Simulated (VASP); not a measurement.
Here is a VASP 6.6.1 calculation.

INCAR

```
PREC = Accurate ; ENCUT = 520
EDIFF = 1E-7 ; ISMEAR = -1
SIGMA = 0.05 ; LREAL = F
LASPH = T ; NELM = 60
ALGO = Normal ; ISIF = 2
LWAVE = F ; LCHARG = T
GGA = PE ; LELF = T
LVHAR = T ; NBANDS = 28
```

The input KPOINTS:

```
Automatic mesh
0
Gamma
  7 7 7
```

POSCAR

```
BaTiO3
1.0
    3.9729548958      0.0000000000      0.0000000000
    0.0000000000      3.9729548958      0.0000000000
    0.0000000000      0.0000000000      3.9910327445
Ba Ti O
1 1 3
Direct
    0.0000000000      0.0000000000      0.0000000000
    0.5000000000      0.5000000000      0.4900000000
    0.0000000000      0.5000000000      0.5170000000
    0.5000000000      0.0000000000      0.5170000000
    0.5000000000      0.5000000000      0.0190000000
```

Potentials or basis: VASP PAW PBE potentials, release 64 (Ba_sv, Ti_sv, O).

The run is started by

```bash
$ cat potpaw_PBE.64/Ba_sv/POTCAR potpaw_PBE.64/Ti_sv/POTCAR potpaw_PBE.64/O/POTCAR > POTCAR
$ mpirun -np 1 vasp_std > vasp.out
```

(1) What does it give for the largest force?

(2) Predict the pressure.

## Answers

(1) 0.146 eV/Å.

(2) 8.0 GPa.
